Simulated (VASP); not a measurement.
Wanted: the native input for a VASP 6.6.1 run.

```
Task                   : single point
Functional             : PBE
Potentials or basis    : VASP PAW PBE potentials, release 64 (Ni, Si)
Cutoff                 : 520 eV
k mesh                 : 6 × 6 × 6
Occupations            : fermi-dirac, width 0.05 eV
Spin                   : collinear spin, ferromagnetic start
Starting moments       : [1.26667, 1.26667, 1.26667, 0.0] μB
Fixed moment           : 3.8 μB
Dipole correction      : no
Further INCAR settings : ALGO = Normal; EDIFF = 1e-07; NBANDS = 29
```

The structure of SiNi3 lies in POSCAR:

```
SiNi3
1.0
    3.5420000000      0.0000000000      0.0000000000
    0.0000000000      3.5420000000      0.0000000000
    0.0000000000      0.0000000000      3.5420000000
Ni Si
3 1
Direct
    0.5000000000      0.5000000000      0.0000000000
    0.5000000000      0.0000000000      0.5000000000
    0.0000000000      0.5000000000      0.5000000000
    0.0000000000      0.0000000000      0.0000000000
```

One way to write it, as run:

INCAR

```
ALGO = Normal
EDIFF = 1E-7
ENCUT = 520
GGA = PE
ISIF = 2
ISMEAR = -1
ISPIN = 2
LASPH = True
LCHARG = False
LMAXMIX = 4
LORBIT = 11
LREAL = False
LWAVE = False
MAGMOM = 1.26667 1.26667 1.26667 0
NBANDS = 29
NELM = 150
NUPDOWN = 3.8
PREC = Accurate
SIGMA = 0.05
```

KPOINTS

```
k-points
0
Gamma
  6 6 6
```

Potentials or basis: VASP PAW PBE potentials, release 64 (Ni, Si).

Command:

```sh
$ cat potpaw_PBE.64/Ni/POTCAR potpaw_PBE.64/Si/POTCAR > POTCAR
$ mpirun -np 1 vasp_std > vasp.out
```

It gave:

```yaml
Pressure: 6.9 GPa
Net_moment: 3.80 μB per cell
Site_moments: Ni +1.09; Si +0.23 μB
Valence_electrons_inside_the_program's_atomic_spheres: Ni 9.35; Si 1.60
```

Caveat: the cell stands under pressure; the total moment is fixed, so each spin has its own Fermi level.

Run time: 44 s on 1 thread of Intel(R) Xeon(R) Platinum 8488C (Sapphire Rapids), with other jobs on the host, peak memory 0.18 GiB.
